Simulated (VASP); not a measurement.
# Si3As (Im-3m) in VASP: notebook, part 2 of 2

VASP 6.6.1. The steps go on from the part before.

## (4) Relaxation of cell and atoms, PBE

This run uses another cell than the first one, of 17.09 Å³/atom, 0.836 times its volume.

Contents of INCAR:

```
  PREC = Accurate
  ENCUT = 600
  EDIFF = 1E-6
  ISMEAR = 0
  SIGMA = 0.1
  LREAL = F
  LASPH = T
  NELM = 100
  ALGO = Normal
  ISIF = 3
  LWAVE = F
  LCHARG = F
  GGA = PE
  IBRION = 2
  NSW = 90
  EDIFFG = -0.04
```

Contents of KPOINTS:

```
Automatic mesh
0
Gamma
  6 6 6
```

Contents of POSCAR:

```
Si3As
1.0
   -2.5756389533      2.5756389533      2.5756389533
    2.5756389533     -2.5756389533      2.5756389533
    2.5756389533      2.5756389533     -2.5756389533
Si As
3 1
Direct
    0.0000000000      0.5000000000      0.5000000000
    0.5000000000      0.0000000000      0.5000000000
    0.5000000000      0.5000000000      0.0000000000
    0.0000000000      0.0000000000      0.0000000000
```

Potentials or basis: VASP PAW PBE potentials, release 64 (Si, As).

Started as:

```console
> cat potpaw_PBE.64/Si/POTCAR potpaw_PBE.64/As/POTCAR > POTCAR
> mpirun -np 1 vasp_std > vasp.out
```

OUTCAR:

```text
PREC = Accurate
   ENCUT = 600
   EDIFF = 1E-6
   ISMEAR = 0
   LREAL = F
   LASPH = T
   NELM = 100
   ISIF = 3
   GGA = PE
   IBRION = 2
   NSW = 90
   EDIFFG = -0.04

 ion  position               nearest neighbor table
   1  0.000  0.500  0.500-   2 2.58   3 2.58   4 2.58   4 2.58   3 2.58   2 2.58
   2  0.500  0.000  0.500-   1 2.58   3 2.58   4 2.58   3 2.58   4 2.58   1 2.58
   3  0.500  0.500  0.000-   1 2.58   2 2.58   4 2.58   2 2.58   1 2.58   4 2.58
   4  0.000  0.000  0.000-   1 2.58   2 2.58   3 2.58   1 2.58   2 2.58   3 2.58

  LATTYP: Found a body centered cubic cell.
 ALAT       =     5.1512779066

  Lattice vectors:

 A1 = (  -2.5756389533,   2.5756389533,   2.5756389533)
 A2 = (   2.5756389533,  -2.5756389533,   2.5756389533)
 A3 = (   2.5756389533,   2.5756389533,  -2.5756389533)

Analysis of symmetry for initial positions (statically):
=====================================================================
 Subroutine PRICEL returns:
 Original cell was already a primitive cell.

 Routine SETGRP: Setting up the symmetry group for a
 body centered cubic supercell.

 Subroutine GETGRP returns: Found 48 space group operations
 (whereof 48 operations were pure point group operations)
 out of a pool of 48 trial point group operations.

The static configuration has the point symmetry O_h .

Analysis of symmetry for dynamics (positions and initial velocities):
=====================================================================
 Subroutine PRICEL returns:
 Original cell was already a primitive cell.

 Routine SETGRP: Setting up the symmetry group for a
 body centered cubic supercell.

 Subroutine GETGRP returns: Found 48 space group operations
 (whereof 48 operations were pure point group operations)
 out of a pool of 48 trial point group operations.

The dynamic configuration has the point symmetry O_h .

 Subroutine INISYM returns: Found 48 space group operations
 (whereof 48 operations are pure point group operations),
 and found     1 'primitive' translations

----------------------------------------------------------------------------------------

                                     Primitive cell

  volume of cell :      68.3463

  direct lattice vectors                    reciprocal lattice vectors
    -2.575638953  2.575638953  2.575638953     0.000000000  0.194126587  0.194126587
     2.575638953 -2.575638953  2.575638953     0.194126587  0.000000000  0.194126587
     2.575638953  2.575638953 -2.575638953     0.194126587  0.194126587  0.000000000

  length of vectors
     4.461137529  4.461137529  4.461137529     0.274536453  0.274536453  0.274536453

  position of ions in fractional coordinates (direct lattice)
     0.000000000  0.500000000  0.500000000
     0.500000000  0.000000000  0.500000000
     0.500000000  0.500000000  0.000000000
     0.000000000  0.000000000  0.000000000

  ion indices of the primitive-cell ions
   primitive index   ion index
                 1           1
                 2           2
[... 45 lines left out ...]
  0.500000  0.500000  0.333333     12.000000
  0.500000  0.500000  0.500000      1.000000
   k-points           NKPTS =     16   k-points in BZ     NKDIM =     16   number of bands    NBANDS=     12
   number of dos      NEDOS =    301   number of ions     NIONS =      4
   total plane-waves  NPLWV =  46656
   dimension x,y,z NGX =    36 NGY =   36 NGZ =   36
   dimension x,y,z NGXF=    72 NGYF=   72 NGZF=   72
   ions per type =               3   1
   NGX,Y,Z   is equivalent  to a cutoff of  13.42, 13.42, 13.42 a.u.
   NGXF,Y,Z  is equivalent  to a cutoff of  26.83, 26.83, 26.83 a.u.
 SYSTEM =  unknown system
   PREC   = accura    normal or accurate (medium, high low for compatibility)
   ISTART =      0    job   : 0-new  1-cont  2-samecut
   ICHARG =      2    charge: 1-file 2-atom 10-const
   ISPIN  =      1    spin polarized calculation?
   LNONCOLLINEAR =      F non collinear calculations
   LSORBIT =      F    spin-orbit coupling
   LASPH  =      T    aspherical Exc in radial PAW
   ENCUT  =  600.0 eV  44.10 Ry    6.64 a.u.   8.91  8.91  8.91*2*pi/ulx,y,z
   NELM   =    100;   NELMIN=  2; NELMDL= -5     # of ELM steps
   EDIFF  = 0.1E-05   stopping-criterion for ELM
   LREAL  =      F    real-space projection
   EDIFFG = -.4E-01   stopping-criterion for IOM
   NSW    =     90    number of steps for IOM
   IBRION =      2    ionic relax: 0-MD 1-quasi-New 2-CG
   NFREE  =      1    steps in history (QN), initial steepest desc. (CG)
   ISIF   =      3    stress and relaxation
   ISYM   =      2    0-nonsym 1-usesym 2-fastsym
   POTIM  = 0.5000    time-step for ionic-motion
   TEBEG  =    0.0;   TEEND  =   0.0 temperature during run
   PSTRESS=    0.0 pullay stress
   NELECT =      17.0000    total number of electrons
   NUPDOWN=      -1.0000    fix difference up-down
   EMIN   =  10.00;   EMAX   =-10.00  energy-range for DOS
   EFERMI =   0.00;   METHOD = LEGACY
   ISMEAR =     0;   SIGMA  =   0.10  broadening in eV -4-tet -1-fermi 0-gaus
   EFERMI_NEDOS =   21; number of points for ismear=-14 and -15
   IALGO  =     38    algorithm
   IMIX   =      4    mixing-type and parameters
     AMIX     =   0.40;   BMIX     =  1.00
     AMIX_MAG =   1.60;   BMIX_MAG =  1.00
  volume/ion in A,a.u.               =      17.09       115.31
  Fermi-wavevector in a.u.,A,eV,Ry     =   1.029563  1.945591 14.422168  1.059999
  Thomas-Fermi vector in A             =   2.163617
   LORBIT       =      0    0 simple, 1 ext, 2 COOP (PROOUT), +10 PAW based schemes
   GGA     = PE    functional components
   LHFCALC =     F    Hartree Fock is set to
   AEXX    =    0.0000 exact exchange contribution
   IVDW    =     0    specifies the selected vdW correction
   LEPSILON=     F    determine dielectric tensor
   LRPA    =     F    only Hartree local field effects (RPA)
 conjugate gradient relaxation of ions
 non-spin polarized calculation
 Gauss-broadening in eV      SIGMA  =   0.10
  energy-cutoff  :      600.00
  volume of cell :       68.35
 maximum number of plane-waves:      2318
   NGX = 17   NGY = 17   NGZ = 17

 number of electron      17.0000001 magnetization

 Free energy of the ion-electron system (eV)
  ---------------------------------------------------
  ext. energy  EPLUGINS =         0.00000000
  ---------------------------------------------------
  free energy    TOTEN  =       -19.85159072 eV

  energy without entropy =      -19.85022196  energy(sigma->0) =      -19.85090634

 E-fermi :   7.6504     XC(G=0): -10.5691

 val. band max:        7.4734062863   @ k =   0.5000   0.5000   0.5000
 cond. band min:       7.7496779270   @ k =   0.5000   0.5000   0.3333
 fundamental gap:      0.2762716407
 Fermi energy:         7.6504185038

 k-point     1 :       0.0000    0.0000    0.0000
  band No.  band energies     occupation
      1      -6.3361      2.00000
      2       0.9388      2.00000
      3       3.8516      2.00000
      4       3.8516      2.00000
      5       3.8516      2.00000
      6       3.9498      2.00000
      7       3.9498      2.00000
      8       4.7892      2.00000
      9       4.7892      2.00000
     10       4.7892      2.00000
     11       9.3937      0.00000
     12       9.3937      0.00000
[... 211 lines left out ...]
 k-point    16 :       0.5000    0.5000    0.5000
  band No.  band energies     occupation
      1      -3.8994      2.00000
      2      -0.8770      2.00000
      3      -0.8770      2.00000
      4       0.9309      2.00000
      5       0.9309      2.00000
      6       0.9309      2.00000
      7       7.4734      1.98770
      8       7.4734      1.98770
      9       7.4734      1.98770
     10       9.0021      0.00000
     11      12.9581      0.00000
     12      12.9581      0.00000

------------------------ aborting loop because EDIFF is reached ----------------------------------------

  FORCE on cell =-STRESS in cart. coord.  units (eV):
  Direction    XX          YY          ZZ          XY          YZ          ZX
  --------------------------------------------------------------------------------------
  -------------------------------------------------------------------------------------
  Total       -0.0194905     -0.0194905     -0.0194905      0.0000000      0.0000000      0.0000000
  in kB       -0.4568962     -0.4568962     -0.4568962      0.0000000      0.0000000      0.0000000
  external PRESSURE =      -0.4568962 kB  Pullay stress =       0.0000000 kB

 VOLUME and BASIS-vectors are now :
 -----------------------------------------------------------------------------
  energy-cutoff  :      600.00
  volume of cell :       68.35
      direct lattice vectors                 reciprocal lattice vectors
    -2.575638953  2.575638953  2.575638953     0.000000000  0.194126587  0.194126587
     2.575638953 -2.575638953  2.575638953     0.194126587  0.000000000  0.194126587
     2.575638953  2.575638953 -2.575638953     0.194126587  0.194126587  0.000000000

 POSITION                                       TOTAL-FORCE (eV/Angst)
 -----------------------------------------------------------------------------------
      2.57564      0.00000      0.00000        -0.000000      0.000000     -0.000000
      0.00000      2.57564      0.00000         0.000000     -0.000000      0.000000
      0.00000      0.00000      2.57564        -0.000000     -0.000000      0.000000
      0.00000      0.00000      0.00000         0.000000      0.000000      0.000000
 -----------------------------------------------------------------------------------
    total drift:                                0.000000      0.000000     -0.000000

  FREE ENERGIE OF THE ION-ELECTRON SYSTEM (eV)
  ---------------------------------------------------
  free  energy   TOTEN  =       -19.8515907173 eV

  energy  without entropy=      -19.8502219637  energy(sigma->0) =      -19.85090634

 reached required accuracy - stopping structural energy minimisation
```

It took 11 s on 1 thread of Intel Xeon Platinum 8259CL at 2.50GHz (Skylake/Cascade Lake), shared host; peak memory 0.2 GiB.

Results:

```
Free energy             : -19.8516 eV
Pressure after relaxing : 0.0 GPa
```

Final structure:
```
CELL_PARAMETERS angstrom
-2.57564 2.57564 2.57564
2.57564 -2.57564 2.57564
2.57564 2.57564 -2.57564
ATOMIC_POSITIONS crystal
Si 0.00000 0.50000 0.50000
Si 0.50000 0.00000 0.50000
Si 0.50000 0.50000 0.00000
As 0.00000 0.00000 0.00000
```

Caveat: the relaxation stopped at its first step, so nothing moved.

## (5) Single point, PBE

Contents of INCAR:

```
PREC     = Accurate       # precision mode
ENCUT    = 520            # plane-wave cutoff, eV
EDIFF    = 1E-6           # SCF threshold, eV
ISMEAR   = 0              # smearing method
SIGMA    = 0.1            # smearing width, eV
LREAL    = False          # projectors in reciprocal space
LASPH    = True           # aspherical terms in the spheres
NELM     = 100            # most SCF steps
ALGO     = Normal         # electronic algorithm
ISIF     = 2              # what is computed and relaxed
LWAVE    = False          # write WAVECAR
LCHARG   = True           # write CHGCAR
GGA      = PE             # functional
LELF     = True           # ELF
LVHAR    = True         
NBANDS   = 16             # bands
```

Contents of KPOINTS:

```
Automatic mesh
0
Gamma
  4 4 4
```

Contents of POSCAR:

```
Si3As
1.0
   -2.7338143800      2.7338143800      2.7338143800
    2.7338143800     -2.7338143800      2.7338143800
    2.7338143800      2.7338143800     -2.7338143800
Si As
3 1
Direct
    0.0000000000      0.5000000000      0.5000000000
    0.5000000000      0.0000000000      0.5000000000
    0.5000000000      0.5000000000      0.0000000000
    0.0000000000      0.0000000000      0.0000000000
```

Started as:

```console
> cat potpaw_PBE.64/Si/POTCAR potpaw_PBE.64/As/POTCAR > POTCAR
> mpirun -np 1 vasp_std > vasp.out
```

Wall time 10 s (1 thread of Intel Xeon Platinum 8259CL at 2.50GHz (Skylake/Cascade Lake), shared host); peak memory 0.2 GiB.

The run converged. Its results:

- Free energy: -19.1321 eV
- Pressure: -10.5 GPa

Levels at points of the mesh, in eV from the Fermi level:
| k point | band 5 | band 6 | band 7 | band 8 | band 9 | band 10 | band 11 | band 12 |
| --- | --- | --- | --- | --- | --- | --- | --- | --- |
| (0.00, 0.00, 0.00) | -2.80 | -2.80 | -2.80 | -1.94 | -1.94 | -1.94 | 2.83 | 2.83 |
| (0.50, 0.00, 0.00) | -3.49 | -2.73 | -0.43 | 0.38 | 0.68 | 0.97 | 2.31 | 2.96 |
| (0.50, 0.50, 0.50) | -5.17 | -5.17 | -0.10 | 0.19 | 0.19 | 0.19 | 5.94 | 5.94 |

Caveat: the k points lie up to 0.41 Å⁻¹ apart.

## (6) Overview

```tsv
task	cell	k mesh	cutoff (eV)	gap on the mesh (eV)	pressure (GPa)
relaxation of cell and atoms	relaxed from a = 4.735 Å, angles 109.5°, 4 atoms	4 × 4 × 4	600	none	0.2
single point	a = 4.461 Å, angles 109.5°, 4 atoms	6 × 6 × 6	520	none	0.0
relaxation of cell and atoms	relaxed from a = 4.461 Å, angles 109.5°, 4 atoms	6 × 6 × 6	600	none	0.0
single point	a = 4.735 Å, angles 109.5°, 4 atoms	4 × 4 × 4	520	none	-10.5
```

Alike in all rows: level PBE; potentials or basis VASP PAW PBE potentials, release 64 (Si, As); no spin polarisation; smearing gaussian 0.1 eV.

Caveats: some runs use coarse meshes; the volume moved by over 15 % at a fixed basis, so the end points are rough (some runs); the relaxation stopped at its first step, so nothing moved (some runs).

Absolute energies hang on the potentials; compare differences alone.
